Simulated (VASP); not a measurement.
# InP (P4mm) in VASP: notebook

Runs on InP. Level: PBE. Tasks: single point.

Everything below comes from runs of VASP 6.6.1. Logs are shortened: lines on timing, memory, paths and dates and some standing lists are left out, and cuts for length are marked.

### 1 The cell of the first run

It takes space group P4mm (No. 99, tetragonal). The conventional cell has a = 5.540 Å, b = 5.540 Å, c = 5.540 Å, α = 90.00°, β = 90.00°, γ = 90.00°. Within 3.5 Å of In (site symmetry 4mm) lie 6 P at 2.69 to 2.85 Å. In (site symmetry 4mm) has 6 P at 2.77 Å within 3.7 Å. Within 3.7 Å of In (site symmetry 2mm) lie 6 P at 2.77 Å. P (site symmetry 2mm) has 6 In at 2.77 Å within 3.7 Å. P (site symmetry 4mm) has 6 In at 2.69 to 2.85 Å within 3.5 Å. P (site symmetry 4mm) has 6 In at 2.77 Å within 3.7 Å.

### 2 Single point, PBE (atom 1 (In) moved +0.080 Å along Cartesian [0 0 1])

File INCAR:

```
SYSTEM = InP
  PREC = Accurate
  ENCUT = 520
  EDIFF = 1E-6
  ISMEAR = 0
  SIGMA = 0.15
  LREAL = .False.
  LASPH = .True.
  NELM = 60
  ALGO = Normal
  ISIF = 2
  LWAVE = .False.
  LCHARG = .False.
  GGA = PE
  NBANDS = 46
```

File KPOINTS:

```
Automatic mesh
0
Gamma
  12 12 12
  0 0 0
```

File POSCAR:

```
InP
1.0
    5.5403208329      0.0000000000      0.0000000000
    0.0000000000     -5.5403208329      0.0000000000
    0.0000000000      0.0000000000     -5.5403208329
In P
4 4
Direct
    0.0000000000      1.0000000000      0.9855604030
    0.5000000000      0.5000000000      1.0000000000
    0.5000000000      1.0000000000      0.5000000000
    0.0000000000      0.5000000000      0.5000000000
    0.5000000000      1.0000000000      1.0000000000
    0.0000000000      0.5000000000      1.0000000000
    0.0000000000      1.0000000000      0.5000000000
    0.5000000000      0.5000000000      0.5000000000
```

Potentials or basis: VASP PAW PBE potentials, release 64 (In_d, P).

Launch:

```
cat potpaw_PBE.64/In_d/POTCAR potpaw_PBE.64/P/POTCAR > POTCAR
mpirun -np 1 vasp_std > vasp.out
```

OUTCAR:

```text
SYSTEM = InP
   PREC = Accurate
   ENCUT = 520
   EDIFF = 1E-6
   ISMEAR = 0
   LREAL = .False.
   LASPH = .True.
   NELM = 60
   ISIF = 2
   GGA = PE

 ion  position               nearest neighbor table
   1  0.000  0.000  0.986-   7 2.69   6 2.77   5 2.77   6 2.77   5 2.77   7 2.85   4 3.86   4 3.86
                             3 3.86   3 3.86   2 3.92   2 3.92   2 3.92   2 3.92   4 3.97   3 3.97
   2  0.500  0.500  0.000-   5 2.77   6 2.77   8 2.77   8 2.77   5 2.77   6 2.77   4 3.92   4 3.92
                             3 3.92   3 3.92   3 3.92   4 3.92   3 3.92   4 3.92   1 3.92   1 3.92
   3  0.500  0.000  0.500-   5 2.77   7 2.77   8 2.77   5 2.77   8 2.77   7 2.77   1 3.86   1 3.86
                             2 3.92   4 3.92   2 3.92   2 3.92   2 3.92   4 3.92   4 3.92   4 3.92
   4  0.000  0.500  0.500-   6 2.77   7 2.77   8 2.77   6 2.77   7 2.77   8 2.77   1 3.86   1 3.86
                             2 3.92   3 3.92   2 3.92   2 3.92   3 3.92   3 3.92   2 3.92   3 3.92
   5  0.500  0.000  0.000-   2 2.77   3 2.77   3 2.77   2 2.77   1 2.77   1 2.77
   6  0.000  0.500  0.000-   2 2.77   4 2.77   4 2.77   2 2.77   1 2.77   1 2.77
   7  0.000  0.000  0.500-   1 2.69   3 2.77   4 2.77   4 2.77   3 2.77   1 2.85
   8  0.500  0.500  0.500-   2 2.77   3 2.77   4 2.77   2 2.77   3 2.77   4 2.77

  LATTYP: Found a simple cubic cell.
 ALAT       =     5.5403208329

  Lattice vectors:

 A1 = (   5.5403208329,   0.0000000000,   0.0000000000)
 A2 = (   0.0000000000,  -5.5403208329,   0.0000000000)
 A3 = (   0.0000000000,   0.0000000000,  -5.5403208329)

Analysis of symmetry for initial positions (statically):
=====================================================================
 Subroutine PRICEL returns:
 Original cell was already a primitive cell.

 Routine SETGRP: Setting up the symmetry group for a
 simple cubic supercell.

 Subroutine GETGRP returns: Found  8 space group operations
 (whereof  8 operations were pure point group operations)
 out of a pool of 48 trial point group operations.

The static configuration has the point symmetry C_4v.

Analysis of symmetry for dynamics (positions and initial velocities):
=====================================================================
 Subroutine PRICEL returns:
 Original cell was already a primitive cell.

 Routine SETGRP: Setting up the symmetry group for a
 simple cubic supercell.

 Subroutine GETGRP returns: Found  8 space group operations
 (whereof  8 operations were pure point group operations)
 out of a pool of 48 trial point group operations.

The dynamic configuration has the point symmetry C_4v.

 Subroutine INISYM returns: Found  8 space group operations
 (whereof  8 operations are pure point group operations),
 and found     1 'primitive' translations

----------------------------------------------------------------------------------------

                                     Primitive cell

  volume of cell :     170.0610

  direct lattice vectors                    reciprocal lattice vectors
     5.540320833  0.000000000  0.000000000     0.180494962  0.000000000  0.000000000
     0.000000000 -5.540320833  0.000000000     0.000000000 -0.180494962  0.000000000
     0.000000000  0.000000000 -5.540320833     0.000000000  0.000000000 -0.180494962

  length of vectors
     5.540320833  5.540320833  5.540320833     0.180494962  0.180494962  0.180494962

  position of ions in fractional coordinates (direct lattice)
     0.000000000  0.000000000  0.985560403
     0.500000000  0.500000000  0.000000000
     0.500000000  0.000000000  0.500000000
     0.000000000  0.500000000  0.500000000
     0.500000000  0.000000000  0.000000000
     0.000000000  0.500000000  0.000000000
     0.000000000  0.000000000  0.500000000
     0.500000000  0.500000000  0.500000000

  ion indices of the primitive-cell ions
   primitive index   ion index
                 1           1
                 2           2
                 3           3
                 4           4
                 5           5
                 6           6
                 7           7
                 8           8

----------------------------------------------------------------------------------------

 KPOINTS: Automatic mesh

Automatic generation of k-mesh.
 Grid dimensions read from file:
 generate k-points for:   12   12   12

 Generating k-lattice:

  Cartesian coordinates                     Fractional coordinates (reciprocal lattice)
     0.015041247  0.000000000  0.000000000     0.083333333  0.000000000  0.000000000
     0.000000000 -0.015041247  0.000000000     0.000000000  0.083333333  0.000000000
     0.000000000  0.000000000 -0.015041247     0.000000000  0.000000000  0.083333333

  Length of vectors
     0.015041247  0.015041247  0.015041247

  Shift w.r.t. Gamma in fractional coordinates (k-lattice)
     0.000000000  0.000000000  0.000000000

 Subroutine IBZKPT returns following result:
 ===========================================

 Found    196 irreducible k-points:

 Following reciprocal coordinates:
            Coordinates               Weight
  0.000000  0.000000  0.000000      1.000000
  0.083333  0.000000  0.000000      4.000000
  0.000000  0.000000  0.083333      2.000000
  0.166667  0.000000  0.000000      4.000000
  0.000000  0.000000  0.166667      2.000000
  0.250000  0.000000  0.000000      4.000000
[... 16 lines left out ...]
  0.000000  0.333333  0.083333      8.000000
  0.083333  0.000000  0.333333      8.000000
 [... further k-points ...]
   k-points           NKPTS =    196   k-points in BZ     NKDIM =    196   number of bands    NBANDS=     46
   number of dos      NEDOS =    301   number of ions     NIONS =      8
   total plane-waves  NPLWV =  74088
   dimension x,y,z NGX =    42 NGY =   42 NGZ =   42
   dimension x,y,z NGXF=    84 NGYF=   84 NGZF=   84
   ions per type =               4   4
   NGX,Y,Z   is equivalent  to a cutoff of  12.60, 12.60, 12.60 a.u.
   NGXF,Y,Z  is equivalent  to a cutoff of  25.21, 25.21, 25.21 a.u.
 SYSTEM =  InP
   PREC   = accura    normal or accurate (medium, high low for compatibility)
   ISTART =      0    job   : 0-new  1-cont  2-samecut
   ICHARG =      2    charge: 1-file 2-atom 10-const
   ISPIN  =      1    spin polarized calculation?
   LNONCOLLINEAR =      F non collinear calculations
   LSORBIT =      F    spin-orbit coupling
   LASPH  =      T    aspherical Exc in radial PAW
   ENCUT  =  520.0 eV  38.22 Ry    6.18 a.u.  10.30 10.30 10.30*2*pi/ulx,y,z
   NELM   =     60;   NELMIN=  2; NELMDL= -5     # of ELM steps
   EDIFF  = 0.1E-05   stopping-criterion for ELM
   LREAL  =      F    real-space projection
   EDIFFG = 0.1E-04   stopping-criterion for IOM
   NSW    =      0    number of steps for IOM
   IBRION =     -1    ionic relax: 0-MD 1-quasi-New 2-CG
   NFREE  =      0    steps in history (QN), initial steepest desc. (CG)
   ISIF   =      2    stress and relaxation
   ISYM   =      2    0-nonsym 1-usesym 2-fastsym
   POTIM  = 0.5000    time-step for ionic-motion
   TEBEG  =    0.0;   TEEND  =   0.0 temperature during run
   PSTRESS=    0.0 pullay stress
   NELECT =      72.0000    total number of electrons
   NUPDOWN=      -1.0000    fix difference up-down
   EMIN   =  10.00;   EMAX   =-10.00  energy-range for DOS
   EFERMI =   0.00;   METHOD = LEGACY
   ISMEAR =     0;   SIGMA  =   0.15  broadening in eV -4-tet -1-fermi 0-gaus
   EFERMI_NEDOS =   21; number of points for ismear=-14 and -15
   IALGO  =     38    algorithm
   IMIX   =      4    mixing-type and parameters
     AMIX     =   0.40;   BMIX     =  1.00
     AMIX_MAG =   1.60;   BMIX_MAG =  1.00
  volume/ion in A,a.u.               =      21.26       143.45
  Fermi-wavevector in a.u.,A,eV,Ry     =   1.229280  2.323002 20.560156  1.511129
  Thomas-Fermi vector in A             =   2.364173
   LORBIT       =      0    0 simple, 1 ext, 2 COOP (PROOUT), +10 PAW based schemes
   GGA     = PE    functional components
   LHFCALC =     F    Hartree Fock is set to
   AEXX    =    0.0000 exact exchange contribution
   IVDW    =     0    specifies the selected vdW correction
   LEPSILON=     F    determine dielectric tensor
   LRPA    =     F    only Hartree local field effects (RPA)
 non-spin polarized calculation
 Gauss-broadening in eV      SIGMA  =   0.15
  energy-cutoff  :      520.00
  volume of cell :      170.06
 maximum number of plane-waves:      4632
 NGX is ok and might be reduce to    42
   NGX = 21   NGY = 21   NGZ = 21

 number of electron      72.0000064 magnetization

 Free energy of the ion-electron system (eV)
  ---------------------------------------------------
  ext. energy  EPLUGINS =         0.00000000
  ---------------------------------------------------
  free energy    TOTEN  =       -31.66944003 eV

  energy without entropy =      -31.61233960  energy(sigma->0) =      -31.64088981

 E-fermi :   7.0436     XC(G=0): -10.3891

 val. band max:        7.0434500111   @ k =   0.3333   0.5000   0.4167
 cond. band min:       7.0460906808   @ k =   0.2500   0.1667   0.3333
 fundamental gap:      0.0026406697
 Fermi energy:         7.0435606297

 k-point     1 :       0.0000    0.0000    0.0000
  band No.  band energies     occupation
      1      -7.5152      2.00000
      2      -7.5118      2.00000
      3      -7.5111      2.00000
      4      -7.2364      2.00000
      5      -7.2364      2.00000
      6      -7.2360      2.00000
[... 38 lines left out ...]
     45      14.1133      0.00000
     46      14.1213      0.00000

 k-point     2 :       0.0833    0.0000    0.0000
  band No.  band energies     occupation
      1      -7.5099      2.00000
      2      -7.5067      2.00000
      3      -7.5048      2.00000
      4      -7.2355      2.00000
      5      -7.2339      2.00000
      6      -7.2335      2.00000
[... 1070 lines left out ...]
 k-point    24 :       0.0833    0.0000    0.3333
  band No.  band energies     occupation
      1      -7.4481      2.00000
      2      -7.4443      2.00000
      3      -7.4119      2.00000
      4      -7.2517      2.00000
      5      -7.2204      2.00000
      6      -7.1980      2.00000
[... 38 lines left out ...]
     45      12.6621      0.00000
     46      13.0041      0.00000

 [... further k-points ...]

------------------------ aborting loop because EDIFF is reached ----------------------------------------

  FORCE on cell =-STRESS in cart. coord.  units (eV):
  Direction    XX          YY          ZZ          XY          YZ          ZX
  --------------------------------------------------------------------------------------
  -------------------------------------------------------------------------------------
  Total       -0.0926210     -0.0926210      0.1138813      0.0000000      0.0000000      0.0000000
  in kB       -0.8726004     -0.8726004      1.0728977      0.0000000      0.0000000      0.0000000
  external PRESSURE =      -0.2241011 kB  Pullay stress =       0.0000000 kB

 VOLUME and BASIS-vectors are now :
 -----------------------------------------------------------------------------
  energy-cutoff  :      520.00
  volume of cell :      170.06
      direct lattice vectors                 reciprocal lattice vectors
     5.540320833  0.000000000  0.000000000     0.180494962  0.000000000  0.000000000
     0.000000000 -5.540320833  0.000000000     0.000000000 -0.180494962  0.000000000
     0.000000000  0.000000000 -5.540320833     0.000000000  0.000000000 -0.180494962

 POSITION                                       TOTAL-FORCE (eV/Angst)
 -----------------------------------------------------------------------------------
      0.00000      0.00000     -5.46032         0.000000      0.000000     -0.245196
      2.77016     -2.77016      0.00000         0.000000     -0.000000     -0.007944
      2.77016      0.00000     -2.77016         0.000000      0.000000      0.042766
      0.00000     -2.77016     -2.77016         0.000000      0.000000      0.042766
      2.77016      0.00000      0.00000         0.000000      0.000000     -0.018215
      0.00000     -2.77016      0.00000        -0.000000      0.000000     -0.018215
      0.00000      0.00000     -2.77016        -0.000000      0.000000      0.208345
      2.77016     -2.77016     -2.77016         0.000000     -0.000000     -0.004307
 -----------------------------------------------------------------------------------
    total drift:                                0.000000      0.000000     -0.000761

  FREE ENERGIE OF THE ION-ELECTRON SYSTEM (eV)
  ---------------------------------------------------
  free  energy   TOTEN  =       -31.6694400298 eV

  energy  without entropy=      -31.6123395977  energy(sigma->0) =      -31.64088981
```

It took 13 min on 1 thread of Intel Xeon 6975P-C (Granite Rapids), shared host; peak memory 1.1 GiB.

What came out:

```
Free energy            : -31.6694 eV
Pressure               : 0.0 GPa
Largest force          : 0.245 eV/Å
Band gap on the k mesh : zero (bands 36 and 37 overlap by 1.60 eV)
```

Forces in eV/Å, atoms in the order of the input:
```
In   0.000  0.000 -0.245
In   0.000  0.000 -0.008
In   0.000  0.000  0.043
In   0.000  0.000  0.043
P    0.000  0.000 -0.018
P    0.000  0.000 -0.018
P    0.000  0.000  0.208
P    0.000  0.000 -0.004
```

Stress tensor (GPa, compression positive):
```
-0.09  0.00  0.00
 0.00 -0.09  0.00
 0.00  0.00  0.11
```

Levels at points of the mesh, in eV from the Fermi level:
```tsv
k point	band 33	band 34	band 35	band 36	band 37	band 38	band 39	band 40
(0.00, 0.00, 0.00)	-2.35	-2.34	-2.34	-2.30	-0.30	-0.30	-0.30	0.49
(0.50, 0.00, 0.00)	-1.43	-1.43	-1.43	-1.43	1.01	1.02	2.36	2.36
(0.00, 0.00, 0.50)	-1.46	-1.46	-1.40	-1.40	0.99	1.04	2.35	2.36
(0.50, 0.50, 0.00)	-0.14	-0.14	-0.14	-0.14	2.28	2.28	2.28	2.29
(0.00, 0.50, 0.50)	-0.19	-0.14	-0.14	-0.10	2.24	2.27	2.31	2.32
(0.50, 0.50, 0.50)	0.12	0.12	0.13	0.13	2.47	2.47	2.47	2.48
```

Caveat: the cell differs from its parent crystal (atom 1 (In) moved +0.080 Å along Cartesian [0 0 1]); spin-orbit coupling is left out, which moves the levels of the heavy elements.

(Continued in part 2 of 2.)
